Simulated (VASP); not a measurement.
# Ru (P6_3/mmc) in VASP: vibrations by perturbation theory with LDA

Aim: the vibrations by perturbation theory of Ru with LDA.

All numbers are computed with VASP 6.6.1; they aren't measurements. Logs are shortened: lines on timing, memory, paths and dates and some standing lists are left out, and cuts for length are marked.

## Step 1: The cell of the first run

Symmetry: P6_3/mmc, No. 194, hexagonal system. Conventional cell: a = 2.676 Å, b = 2.676 Å, c = 4.225 Å, α = 90.00°, β = 90.00°, γ = 120.00°. Within 3.5 Å of Ru (site symmetry -6m2) lie 12 Ru at 2.62 to 2.68 Å.

## Step 2: Vibrations by perturbation theory, LDA

INCAR

```
SYSTEM = Ru
PREC = Accurate ; ENCUT = 520
EDIFF = 1E-8 ; ISMEAR = -1
SIGMA = 0.15 ; LREAL = .FALSE.
LASPH = .TRUE. ; NELM = 80
ALGO = Normal ; ISIF = 2
LWAVE = .FALSE. ; LCHARG = .TRUE.
GGA = CA ; IBRION = 8
NSW = 1
```

KPOINTS

```
Automatic mesh
0
G
  18 18 8
  0 0 0
```

POSCAR

```
Ru
1.0
    2.6764717861      0.0000000000      0.0000000000
   -1.3382358931      2.3178925593      0.0000000000
    0.0000000000      0.0000000000      4.2251287888
Ru
2
Direct
    0.3333333333      0.6666666667      0.2500000000
    0.6666666667      0.3333333333      0.7500000000
```

Potentials or basis: VASP PAW LDA potentials, release 64 (Ru_pv).

On the command line:

```sh
$ cat potpaw_LDA.64/Ru_pv/POTCAR > POTCAR
$ mpirun -np 1 vasp_std > vasp.out
```

OUTCAR:

```text
SYSTEM = Ru
   PREC = Accurate
   ENCUT = 520
   EDIFF = 1E-8
   ISMEAR = -1
   LREAL = .FALSE.
   LASPH = .TRUE.
   NELM = 80
   ISIF = 2
   GGA = CA
   IBRION = 8
   NSW = 1

 ion  position               nearest neighbor table
   1  0.333  0.667  0.250-   2 2.62   2 2.62   2 2.62   2 2.62   2 2.62   2 2.62
   2  0.667  0.333  0.750-   1 2.62   1 2.62   1 2.62   1 2.62   1 2.62   1 2.62

  LATTYP: Found a hexagonal cell.
 ALAT       =     2.6764717861
 C/A-ratio  =     1.5786188409

  Lattice vectors:

 A1 = (   2.6764717861,   0.0000000000,   0.0000000000)
 A2 = (  -1.3382358931,   2.3178925593,   0.0000000000)
 A3 = (   0.0000000000,   0.0000000000,   4.2251287888)

Analysis of symmetry for initial positions (statically):
=====================================================================
 Subroutine PRICEL returns:
 Original cell was already a primitive cell.

 Routine SETGRP: Setting up the symmetry group for a
 hexagonal supercell.

 Subroutine GETGRP returns: Found 24 space group operations
 (whereof 12 operations were pure point group operations)
 out of a pool of 24 trial point group operations.

The static configuration has the point symmetry D_3d.
 The point group associated with its full space group is D_6h.

Analysis of symmetry for dynamics (positions and initial velocities):
=====================================================================
 Subroutine PRICEL returns:
 Original cell was already a primitive cell.

 Routine SETGRP: Setting up the symmetry group for a
 hexagonal supercell.

 Subroutine GETGRP returns: Found 24 space group operations
 (whereof 12 operations were pure point group operations)
 out of a pool of 24 trial point group operations.

The dynamic configuration has the point symmetry D_3d.
 The point group associated with its full space group is D_6h.

 Subroutine INISYM returns: Found 24 space group operations
 (whereof 12 operations are pure point group operations),
 and found     1 'primitive' translations

----------------------------------------------------------------------------------------

                                     Primitive cell

  volume of cell :      26.2117

  direct lattice vectors                    reciprocal lattice vectors
     2.676471786  0.000000000  0.000000000     0.373626206  0.215713191  0.000000000
    -1.338235893  2.317892559  0.000000000     0.000000000  0.431426382  0.000000000
     0.000000000  0.000000000  4.225128789     0.000000000  0.000000000  0.236679176

  length of vectors
     2.676471786  2.676471786  4.225128789     0.431426382  0.431426382  0.236679176

  position of ions in fractional coordinates (direct lattice)
     0.333333333  0.666666667  0.250000000
     0.666666667  0.333333333  0.750000000

  ion indices of the primitive-cell ions
   primitive index   ion index
                 1           1
                 2           2

----------------------------------------------------------------------------------------

 KPOINTS: Automatic mesh

Automatic generation of k-mesh.
 Grid dimensions read from file:
 generate k-points for:   18   18    8

 Generating k-lattice:

  Cartesian coordinates                     Fractional coordinates (reciprocal lattice)
     0.020757011  0.011984066  0.000000000     0.055555556  0.000000000  0.000000000
     0.000000000  0.023968132  0.000000000     0.000000000  0.055555556  0.000000000
     0.000000000  0.000000000  0.029584897     0.000000000  0.000000000  0.125000000

  Length of vectors
[... 89 lines left out ...]
 maximum number of plane-waves:       732
 NGX is ok and might be reduce to    20
   NGX =  9   NGY =  9   NGZ = 15

--------------------------------------- Ionic step        1  -------------------------------------------

 number of electron      27.9999992 magnetization

 Free energy of the ion-electron system (eV)
  ---------------------------------------------------
  ext. energy  EPLUGINS =         0.00000000
  ---------------------------------------------------
  free energy    TOTEN  =       -21.44979419 eV

  energy without entropy =      -21.33392414  energy(sigma->0) =      -21.39185917

 E-fermi :  13.3769     XC(G=0): -14.5979

 val. band max:       13.3642865827   @ k =   0.4444   0.1111   0.5000
 cond. band min:      13.3771707171   @ k =   0.0556  -0.0000   0.3750
 fundamental gap:      0.0128841344
 Fermi energy:        13.3769180920

 k-point     1 :       0.0000    0.0000    0.0000
  band No.  band energies     occupation
      1     -30.2490      2.00000
      2     -29.1796      2.00000
      3     -29.1796      2.00000
      4     -28.9844      2.00000
      5     -28.9844      2.00000
      6     -28.9368      2.00000
[... 481 lines left out ...]
      5     -29.2706      2.00000
      6     -29.1794      2.00000
[... 10 lines left out ...]
     17      17.3006      0.00000
     18      21.0437      0.00000

 [... further k-points ...]

------------------------ aborting loop because EDIFF is reached ----------------------------------------

  FORCE on cell =-STRESS in cart. coord.  units (eV):
  Direction    XX          YY          ZZ          XY          YZ          ZX
  --------------------------------------------------------------------------------------
  -------------------------------------------------------------------------------------
  Total        0.1453629      0.1453629      0.1611096     -0.0000000      0.0000000      0.0000000
  in kB        8.8852216      8.8852216      9.8477268     -0.0000000      0.0000000      0.0000000
  external PRESSURE =       9.2060567 kB  Pullay stress =       0.0000000 kB

 VOLUME and BASIS-vectors are now :
 -----------------------------------------------------------------------------
  energy-cutoff  :      520.00
  volume of cell :       26.21
      direct lattice vectors                 reciprocal lattice vectors
     2.676471786  0.000000000  0.000000000     0.373626206  0.215713191  0.000000000
    -1.338235893  2.317892559  0.000000000     0.000000000  0.431426382  0.000000000
     0.000000000  0.000000000  4.225128789     0.000000000  0.000000000  0.236679176

 POSITION                                       TOTAL-FORCE (eV/Angst)
 -----------------------------------------------------------------------------------
     -0.00000      1.54526      1.05628        -0.000000      0.000000      0.000000
      1.33824      0.77263      3.16885         0.000000      0.000000      0.000000
 -----------------------------------------------------------------------------------
    total drift:                               -0.000000      0.000000     -0.000000

  FREE ENERGIE OF THE ION-ELECTRON SYSTEM (eV)
  ---------------------------------------------------
  free  energy   TOTEN  =       -21.4497941946 eV

  energy  without entropy=      -21.3339241421  energy(sigma->0) =      -21.39185917

[... ionic steps 2 to 3 ...]

--------------------------------------- Ionic step        4  -------------------------------------------

------------------------ aborting loop because EDIFF is reached ----------------------------------------

[... ionic steps 5 to 5 ...]

--------------------------------------- Ionic step        6  -------------------------------------------

 Free energy of the ion-electron system (eV)
  ---------------------------------------------------
  ---------------------------------------------------
  free energy    TOTEN  =        -0.73396694 eV

  energy without entropy =       -0.73396694

------------------------ aborting loop because EDIFF is reached ----------------------------------------

 INTERNAL STRAIN TENSOR  FOR ION    1  DIRECTION 3   (eV/Angst):
 -----------------------------------------------------------------------------
    -0.07827  0.00000  0.00000
     0.00000 -0.07827 -0.00000
    -0.00000  0.00000  0.16295

 INTERNAL STRAIN TENSOR FOR ION    2 for displacements in x,y,z  (eV/Angst):
          X           Y           Z          XY          YZ          ZX
  --------------------------------------------------------------------------------
  x    -0.00000     0.00000    -0.00000     3.24292     0.00000     0.00000
  y     3.24292    -3.24292     0.00000     0.00000     0.00000     0.00000
  z     0.00000     0.00000     0.00000     0.00000     0.00000    -0.00000

 SECOND DERIVATIVES (NOT SYMMETRIZED)
 ------------------------------------
               1X          1Y          1Z          2X          2Y          2Z
  1X    -7.715110    0.000000    0.000000    7.715110   -0.000000    0.000000
  1Y     0.000000   -7.715110    0.000000   -0.000000    7.715110    0.000000
  1Z    -0.000000   -0.000000  -13.799659    0.000000    0.000000   13.799659
  2X     7.715110   -0.000000    0.000000   -7.715110    0.000000    0.000000
  2Y    -0.000000    7.715110    0.000000    0.000000   -7.715110    0.000000
  2Z     0.000000    0.000000   13.799659   -0.000000   -0.000000  -13.799659

 Eigenvectors and eigenvalues of the dynamical matrix
 ----------------------------------------------------

   1 f  =    8.169374 THz    51.329690 2PiTHz  272.500982 cm-1    33.785801 meV
             X         Y         Z           dx          dy          dz
     -0.000000  1.545262  1.056282     0.000000    0.000000    0.707107
      1.338236  0.772631  3.168847    -0.000000   -0.000000   -0.707107
[... 11 lines left out ...]
   4 f  =    0.000000 THz     0.000000 2PiTHz    0.000001 cm-1     0.000000 meV
             X         Y         Z           dx          dy          dz
     -0.000000  1.545262  1.056282     0.693126    0.139706   -0.007691
      1.338236  0.772631  3.168847     0.693126    0.139706   -0.007691

   5 f/i=    0.000000 THz     0.000000 2PiTHz    0.000002 cm-1     0.000000 meV
             X         Y         Z           dx          dy          dz
     -0.000000  1.545262  1.056282    -0.015068    0.035893   -0.706034
      1.338236  0.772631  3.168847    -0.015068    0.035893   -0.706034

   6 f/i=    0.000000 THz     0.000001 2PiTHz    0.000003 cm-1     0.000000 meV
             X         Y         Z           dx          dy          dz
     -0.000000  1.545262  1.056282    -0.139104    0.692238    0.038160
      1.338236  0.772631  3.168847    -0.139104    0.692238    0.038160

--------------------------------------------------------------------------------------------------------

 ELASTIC MODULI CONTR FROM IONIC RELAXATION (kBar)
 Direction    XX          YY          ZZ          XY          YZ          ZX
 --------------------------------------------------------------------------------
 XX         -83.3193     83.3193     -0.0000      0.0000      0.0000     -0.0000
 YY          83.3193    -83.3193      0.0000      0.0000      0.0000      0.0000
 ZZ          -0.0000      0.0000     -0.0000      0.0000      0.0000      0.0000
 XY           0.0000      0.0000      0.0000    -83.3193      0.0000      0.0000
 YZ           0.0000      0.0000      0.0000      0.0000      0.0000      0.0000
 ZX          -0.0000      0.0000      0.0000      0.0000      0.0000     -0.0000
 --------------------------------------------------------------------------------
```

Run time: 6.7 min. Hardware: 1 thread of Intel Xeon 6975P-C (Granite Rapids), shared host; peak memory 0.75 GiB.

What came out:

| Property | Result |
| --- | --- |
| Highest phonon frequency at Γ | 273 cm⁻¹ |

Phonon frequencies in cm⁻¹ (negative: imaginary):
```tsv
q point	frequencies
(0.000, 0.000, 0.000)	0 0 0 204 204 273
```
